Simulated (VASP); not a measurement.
# Sb (R-3m) in VASP: settings compared

Sb is run at these levels: PBE, LDA, r2SCAN; tasks: electric field gradients.

All numbers are computed with VASP 6.6.1; they aren't measurements. Logs are shortened: lines on timing, memory, paths and dates and some standing lists are left out, and cuts for length are marked.

## Step 1: The cell of the first run

Symmetry: R-3m, No. 166, trigonal system. Conventional cell: a = 4.301 Å, b = 4.301 Å, c = 11.457 Å, α = 90.00°, β = 90.00°, γ = 120.00°. Sb (site symmetry 3m) has 6 Sb at 2.92 to 3.37 Å within 3.8 Å.

## Step 2: Electric field gradients, PBE (zz strain of +2 %)

INCAR

```
SYSTEM = Sb
  PREC = Accurate
  ENCUT = 400
  EDIFF = 1E-8
  ISMEAR = -1
  SIGMA = 0.05
  LREAL = .False.
  LASPH = .True.
  NELM = 120
  ALGO = Normal
  ISIF = 2
  LWAVE = .False.
  LCHARG = .False.
  GGA = PE
  LEFG = .True.
  NBANDS = 12
  GGA_COMPAT = .False.
```

KPOINTS

```
regular mesh
0
Gamma
  9 9 9
  0 0 0
```

POSCAR

```
Sb
1.0
    2.1506003320      1.2416496806      3.8188800000
   -2.1506003320      1.2416496806      3.8188800000
    0.0000000000     -2.4832993611      3.8188800000
Sb
2
Direct
    0.2336400000      0.2336400000      0.2336400000
    0.7663600000      0.7663600000      0.7663600000
```

Potentials or basis: VASP PAW PBE potentials, release 64 (Sb).

Run with:

```sh
$ cat potpaw_PBE.64/Sb/POTCAR > POTCAR
$ mpirun -np 1 vasp_std > vasp.out
```

OUTCAR:

```text
SYSTEM = Sb
   PREC = Accurate
   ENCUT = 400
   EDIFF = 1E-8
   ISMEAR = -1
   LREAL = .False.
   LASPH = .True.
   NELM = 120
   ISIF = 2
   GGA = PE

 ion  position               nearest neighbor table
   1  0.234  0.234  0.234-   2 2.92   2 2.92   2 2.92   2 3.37   2 3.37   2 3.37
   2  0.766  0.766  0.766-   1 2.92   1 2.92   1 2.92   1 3.37   1 3.37   1 3.37

  LATTYP: Found a trigonal (rhomboedric) cell.
 ALAT       =     4.5552848618
 COS(alpha) =     0.5542223076

  Lattice vectors:

 A1 = (   2.1506003320,   1.2416496806,   3.8188800000)
 A2 = (  -2.1506003320,   1.2416496806,   3.8188800000)
 A3 = (   0.0000000000,  -2.4832993611,   3.8188800000)

Analysis of symmetry for initial positions (statically):
=====================================================================
 Subroutine PRICEL returns:
 Original cell was already a primitive cell.

 Routine SETGRP: Setting up the symmetry group for a
 trigonal (rhombohedral) supercell.

 Subroutine GETGRP returns: Found 12 space group operations
 (whereof 12 operations were pure point group operations)
 out of a pool of 12 trial point group operations.

The static configuration has the point symmetry D_3d.

Analysis of symmetry for dynamics (positions and initial velocities):
=====================================================================
 Subroutine PRICEL returns:
 Original cell was already a primitive cell.

 Routine SETGRP: Setting up the symmetry group for a
 trigonal (rhombohedral) supercell.

 Subroutine GETGRP returns: Found 12 space group operations
 (whereof 12 operations were pure point group operations)
 out of a pool of 12 trial point group operations.

The dynamic configuration has the point symmetry D_3d.

 Subroutine INISYM returns: Found 12 space group operations
 (whereof 12 operations are pure point group operations),
 and found     1 'primitive' translations

----------------------------------------------------------------------------------------

                                     Primitive cell

  volume of cell :      61.1852

  direct lattice vectors                    reciprocal lattice vectors
     2.150600332  1.241649681  3.818880000     0.232493222  0.134230024  0.087285627
[... 135 lines left out ...]

 val. band max:        7.1063504160   @ k =   0.3333   0.2222   0.2222
 cond. band min:       7.1645732533   @ k =   0.4444   0.0000   0.0000
 fundamental gap:      0.0582228372
 Fermi energy:         7.1364871682

 k-point     1 :       0.0000    0.0000    0.0000
  band No.  band energies     occupation
      1      -5.5001      2.00000
      2       2.2411      2.00000
      3       4.9672      2.00000
      4       5.4228      2.00000
      5       5.4228      2.00000
      6       9.1903      0.00000
      7       9.7946      0.00000
      8       9.7946      0.00000
      9      12.2952      0.00000
     10      12.2952      0.00000
     11      12.3489      0.00000
     12      13.7738      0.00000
[... 331 lines left out ...]
 k-point    24 :       0.4444    0.4444    0.0000
  band No.  band energies     occupation
      1      -3.3202      2.00000
      2      -0.7593      2.00000
      3       1.9367      2.00000
      4       3.4448      2.00000
      5       3.6267      2.00000
      6       8.7430      0.00000
      7      11.8696      0.00000
      8      12.4996      0.00000
      9      13.4184      0.00000
     10      15.6335      0.00000
     11      16.7524      0.00000
     12      17.7370      0.00000

 [... further k-points ...]

------------------------ aborting loop because EDIFF is reached ----------------------------------------

  FORCE on cell =-STRESS in cart. coord.  units (eV):
  Direction    XX          YY          ZZ          XY          YZ          ZX
  --------------------------------------------------------------------------------------
  -------------------------------------------------------------------------------------
  Total        0.9397647      0.9397647      0.5235048      0.0000000      0.0000000      0.0000000
  in kB       24.6084167     24.6084167     13.7083512      0.0000000      0.0000000      0.0000000
  external PRESSURE =      20.9750615 kB  Pullay stress =       0.0000000 kB

 VOLUME and BASIS-vectors are now :
 -----------------------------------------------------------------------------
  energy-cutoff  :      400.00
  volume of cell :       61.19
      direct lattice vectors                 reciprocal lattice vectors
     2.150600332  1.241649681  3.818880000     0.232493222  0.134230024  0.087285627
    -2.150600332  1.241649681  3.818880000    -0.232493222  0.134230024  0.087285627
     0.000000000 -2.483299361  3.818880000     0.000000000 -0.268460048  0.087285627

 POSITION                                       TOTAL-FORCE (eV/Angst)
 -----------------------------------------------------------------------------------
      0.00000      0.00000      2.67673         0.000000      0.000000      0.109971
      0.00000      0.00000      8.77991         0.000000     -0.000000     -0.109971
 -----------------------------------------------------------------------------------
    total drift:                                0.000000      0.000000      0.000000

  FREE ENERGIE OF THE ION-ELECTRON SYSTEM (eV)
  ---------------------------------------------------
  free  energy   TOTEN  =        -8.2648881167 eV

  energy  without entropy=       -8.2630102658  energy(sigma->0) =       -8.26394919

 Electric field gradients (V/A^2)
---------------------------------------------------------------------
 ion       V_xx      V_yy      V_zz      V_xy      V_xz      V_yz
---------------------------------------------------------------------
   1      19.809    19.809   -39.618    -0.000    -0.000    -0.000
   2      19.809    19.809   -39.618    -0.000    -0.000    -0.000
---------------------------------------------------------------------

 Electric field gradients after diagonalization (V/A^2)
 (convention: |V_zz| > |V_xx| > |V_yy|)
----------------------------------------------------------------------
 ion       V_xx      V_yy      V_zz     asymmetry (V_yy - V_xx)/ V_zz
----------------------------------------------------------------------
   1      19.809    19.809   -39.618       0.000
   2      19.809    19.809   -39.618       0.000
----------------------------------------------------------------------

           NMR quadrupolar parameters

 Cq : quadrupolar parameter    Cq=e*Q*V_zz/h
 eta: asymmetry parameters     (V_yy - V_xx)/ V_zz
 Q  : nuclear electric quadrupole moment in mb (millibarn)
----------------------------------------------------------------------
 ion       Cq(MHz)       eta       Q (mb)
----------------------------------------------------------------------
   1      -0.096       0.000       1.000
   2      -0.096       0.000       1.000
----------------------------------------------------------------------
```

OSZICAR:

```text
N       E                     dE             d eps       ncg     rms          rms(c)
DAV:   1     0.296471690367E+02    0.29647E+02   -0.30964E+03  2040   0.532E+02
DAV:   2    -0.663785128155E+01   -0.36285E+02   -0.34964E+02  2692   0.982E+01
DAV:   3    -0.825215040236E+01   -0.16143E+01   -0.15898E+01  2484   0.227E+01
DAV:   4    -0.826604632219E+01   -0.13896E-01   -0.13892E-01  2400   0.256E+00
DAV:   5    -0.826621939583E+01   -0.17307E-03   -0.17307E-03  2480   0.307E-01    0.298E+00
DAV:   6    -0.826516990190E+01    0.10495E-02   -0.23988E-03  2404   0.324E-01    0.180E+00
DAV:   7    -0.826473120934E+01    0.43869E-03   -0.59283E-03  2384   0.498E-01    0.786E-02
DAV:   8    -0.826485782601E+01   -0.12662E-03   -0.16290E-04  2496   0.785E-02    0.229E-02
DAV:   9    -0.826488680863E+01   -0.28983E-04   -0.39357E-05  2352   0.368E-02    0.492E-03
DAV:  10    -0.826488764056E+01   -0.83193E-06   -0.30635E-06  2492   0.975E-03    0.136E-03
DAV:  11    -0.826488787526E+01   -0.23470E-06   -0.35496E-07  2384   0.362E-03    0.827E-04
DAV:  12    -0.826488810140E+01   -0.22614E-06   -0.40960E-08  2452   0.109E-03    0.181E-04
DAV:  13    -0.826488811504E+01   -0.13641E-07   -0.58169E-09  1832   0.471E-04    0.108E-04
DAV:  14    -0.826488811670E+01   -0.16611E-08   -0.50185E-10  1236   0.152E-04
   1 F= -.82648881E+01 E0= -.82639492E+01  d E =-.187785E-02
```

Run time: 39 s. Hardware: 1 thread of Intel Xeon Platinum 8488C (Sapphire Rapids), shared host; peak memory 0.18 GiB.

What came out:

```yaml
Free_energy: -8.2649 eV
Pressure: 2.1 GPa
Largest_force: 0.110 eV/Å
Band_gap_on_the_k_mesh: 0.06 eV, indirect (least direct gap 0.51 eV)
```

Forces in eV/Å, atoms in the order of the input:
```
Sb   0.000  0.000  0.110
Sb   0.000  0.000 -0.110
```

Stress tensor (GPa, compression positive):
```
2.46 0.00 0.00
0.00 2.46 0.00
0.00 0.00 1.37
```

Electric field gradients, principal values (V/Å²):
```
atom   least  middle  greatest (by size)
1 Sb  19.809  19.809             -39.618
2 Sb  19.809  19.809             -39.618
```

Caveat: the cell differs from its parent crystal (zz strain of +2 %); without QUAD_EFG the Cq values of the log hold for a quadrupole moment of 1 mb, not for the nuclei; spin-orbit coupling is left out, which moves the levels of the heavy elements. A k mesh can miss the band edges.

## Step 3: Electric field gradients, PBE (zz strain of +2 %)

INCAR

```
ALGO     = Normal         # electronic algorithm
EDIFF    = 1E-8           # SCF threshold, eV
ENCUT    = 400            # plane-wave cutoff, eV
GGA      = PE             # functional
GGA_COMPAT= False        
ISIF     = 2              # what is computed and relaxed
ISMEAR   = -1             # smearing method
LASPH    = True           # aspherical terms in the spheres
LCHARG   = False          # write CHGCAR
LEFG     = True         
LREAL    = False          # projectors in reciprocal space
LWAVE    = False          # write WAVECAR
NBANDS   = 12             # bands
NELM     = 120            # most SCF steps
PREC     = Accurate       # precision mode
SIGMA    = 0.05           # smearing width, eV
```

KPOINTS

```
k-points
0
Gamma
  9 9 9
```

POSCAR is that of step 2.

Potentials or basis: VASP PAW PBE potentials, release 64 (Sb).

Run with:

```sh
$ cat potpaw_PBE.64/Sb/POTCAR > POTCAR
$ mpirun -np 1 vasp_std > vasp.out
```

OUTCAR:

```text
EDIFF = 1E-8
   ENCUT = 400
   GGA = PE
   ISIF = 2
   ISMEAR = -1
   LASPH = True
   LREAL = False
   NELM = 120
   PREC = Accurate

 ion  position               nearest neighbor table
   1  0.234  0.234  0.234-   2 2.92   2 2.92   2 2.92   2 3.37   2 3.37   2 3.37
   2  0.766  0.766  0.766-   1 2.92   1 2.92   1 2.92   1 3.37   1 3.37   1 3.37

  LATTYP: Found a trigonal (rhomboedric) cell.
 ALAT       =     4.5552848618
 COS(alpha) =     0.5542223076

  Lattice vectors:

 A1 = (   2.1506003320,   1.2416496806,   3.8188800000)
 A2 = (  -2.1506003320,   1.2416496806,   3.8188800000)
 A3 = (   0.0000000000,  -2.4832993611,   3.8188800000)

Analysis of symmetry for initial positions (statically):
=====================================================================
 Subroutine PRICEL returns:
 Original cell was already a primitive cell.

 Routine SETGRP: Setting up the symmetry group for a
 trigonal (rhombohedral) supercell.

[... 548 lines left out ...]
  volume of cell :       61.19
      direct lattice vectors                 reciprocal lattice vectors
     2.150600332  1.241649681  3.818880000     0.232493222  0.134230024  0.087285627
    -2.150600332  1.241649681  3.818880000    -0.232493222  0.134230024  0.087285627
     0.000000000 -2.483299361  3.818880000     0.000000000 -0.268460048  0.087285627

 POSITION                                       TOTAL-FORCE (eV/Angst)
 -----------------------------------------------------------------------------------
      0.00000      0.00000      2.67673         0.000000      0.000000      0.109971
      0.00000      0.00000      8.77991         0.000000     -0.000000     -0.109971
 -----------------------------------------------------------------------------------
    total drift:                                0.000000      0.000000      0.000000

  FREE ENERGIE OF THE ION-ELECTRON SYSTEM (eV)
  ---------------------------------------------------
  free  energy   TOTEN  =        -8.2648881167 eV

  energy  without entropy=       -8.2630102658  energy(sigma->0) =       -8.26394919

 Electric field gradients (V/A^2)
---------------------------------------------------------------------
 ion       V_xx      V_yy      V_zz      V_xy      V_xz      V_yz
---------------------------------------------------------------------
   1      19.809    19.809   -39.618    -0.000    -0.000    -0.000
   2      19.809    19.809   -39.618    -0.000    -0.000    -0.000
---------------------------------------------------------------------

 Electric field gradients after diagonalization (V/A^2)
 (convention: |V_zz| > |V_xx| > |V_yy|)
----------------------------------------------------------------------
 ion       V_xx      V_yy      V_zz     asymmetry (V_yy - V_xx)/ V_zz
----------------------------------------------------------------------
   1      19.809    19.809   -39.618       0.000
   2      19.809    19.809   -39.618       0.000
----------------------------------------------------------------------

           NMR quadrupolar parameters

 Cq : quadrupolar parameter    Cq=e*Q*V_zz/h
 eta: asymmetry parameters     (V_yy - V_xx)/ V_zz
 Q  : nuclear electric quadrupole moment in mb (millibarn)
----------------------------------------------------------------------
 ion       Cq(MHz)       eta       Q (mb)
----------------------------------------------------------------------
   1      -0.096       0.000       1.000
   2      -0.096       0.000       1.000
----------------------------------------------------------------------
```

It took 33 s on 1 thread of Intel Xeon Platinum 8488C (Sapphire Rapids), shared host; peak memory 0.18 GiB.

What came out:

```yaml
Free_energy: -8.2649 eV
Pressure: 2.1 GPa
Largest_force: 0.110 eV/Å
Band_gap_on_the_k_mesh: 0.06 eV, indirect (least direct gap 0.51 eV)
```

Forces on the atoms (eV/Å):
```
Sb   0.000  0.000  0.110
Sb   0.000  0.000 -0.110
```

Levels at points of the mesh, in eV from the valence-band top:
| k point | band 3 | band 4 | band 5 | band 6 | band 7 | band 8 |
| --- | --- | --- | --- | --- | --- | --- |
| (0.00, 0.00, 0.00) | -2.14 | -1.68 | -1.68 | 2.08 | 2.69 | 2.69 |

Electric field gradients, principal values (V/Å²):
| atom | least | middle | greatest (by size) |
| --- | --- | --- | --- |
| 1 Sb | 19.809 | 19.809 | -39.618 |
| 2 Sb | 19.809 | 19.809 | -39.618 |

Caveat: the cell differs from its parent crystal (zz strain of +2 %); without QUAD_EFG the Cq values of the log hold for a quadrupole moment of 1 mb, not for the nuclei; spin-orbit coupling is left out, which moves the levels of the heavy elements. A k mesh can miss the band edges.

(Continued in part 2 of 3.)
